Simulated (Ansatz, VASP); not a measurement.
# BeSe2 in VASP and in Ansatz

The input INCAR:

```
PREC = Accurate
ENCUT = 600
EDIFF = 1E-6
ISMEAR = 0
SIGMA = 0.1
LREAL = F
LASPH = T
NELM = 80
ALGO = Normal
ISIF = 3
LWAVE = F
LCHARG = F
GGA = PE
IBRION = 2
NSW = 100
EDIFFG = -0.01
```

KPOINTS

```
regular mesh
0
Gamma
  8 8 4
```

POSCAR

```
BeSe2
1.0
    3.6940328848      0.0000000000      0.0000000000
    0.0000000000      3.6940328848      0.0000000000
    0.0000000000      0.0000000000     11.4721180269
Be Se
2 4
Direct
    0.5000000000      0.5000000000      0.0000000000
    0.0000000000      0.0000000000      0.0000000000
    0.5000000000      0.0000000000      0.8838304630
    0.0000000000      0.5000000000      0.1161695370
    0.5000000000      0.5000000000      0.5000000000
    0.0000000000      0.0000000000      0.5000000000
```

Input for Ansatz:

```yaml
crystal:
  lattice:
    - [3.6940328848, 0.0, 0.0]
    - [0.0, 3.6940328848, 0.0]
    - [0.0, 0.0, 11.4721180269]
  atoms:
    - { symbol: Be, position: [0.5, 0.5, 0.0] }
    - { symbol: Be, position: [0.0, 0.0, 0.0] }
    - { symbol: Se, position: [0.5, 0.0, 0.883830463] }
    - { symbol: Se, position: [0.0, 0.5, 0.116169537] }
    - { symbol: Se, position: [0.5, 0.5, 0.5] }
    - { symbol: Se, position: [0.0, 0.0, 0.5] }
basis:
  ecutwfc: 420
kpoints:
  mp_grid: { grid: [8, 8, 4] }
hamiltonian:
  xc: pbe
scf:
  occupations: { method: gaussian, width: 0.1 }
output:
  forces: true
  stress: true
  eigenvalues: true
  write_density: true
  write_potential: true
  elf: true
  volumetric_format: npy
relax:
  adjacent_minimum: "off"
  f_tol: 0.01
  max_steps: 80
  cell: { stress_tol: 0.05 }
```

Alike in both runs: task relaxation of cell and atoms; functional PBE; k mesh 8 × 8 × 4; occupations gaussian, width 0.1 eV; no spin polarisation.

|  | VASP | Ansatz |
| --- | --- | --- |
| version | VASP 6.6.1 | Ansatz 0.2.0 |
| potentials or method | VASP PAW PBE potentials, release 64 (Be, Se), cutoff 600 eV | scalar-relativistic, plane waves, PAW |
| valence electrons in the cell | 28 | 68 |

Ansatz gave:

- gap on the k mesh at the Fermi level, each at its own relaxed structure (eV): none
- relaxed volume (Å³/atom): 26.09
- relaxed cell length with the largest relative difference (Å): 11.472

Task: Estimate VASP's values.

Result: gap on the k mesh at the Fermi level, each at its own relaxed structure (eV): none; relaxed volume (Å³/atom): 26.15; relaxed cell length with the largest relative difference (Å): 11.482.

A gap of «none» marks a metal or a gap that the smearing closes. VASP's potentials hold 28 valence electrons a cell and Ansatz's 68, so a difference there can come from the potentials and not from the codes.
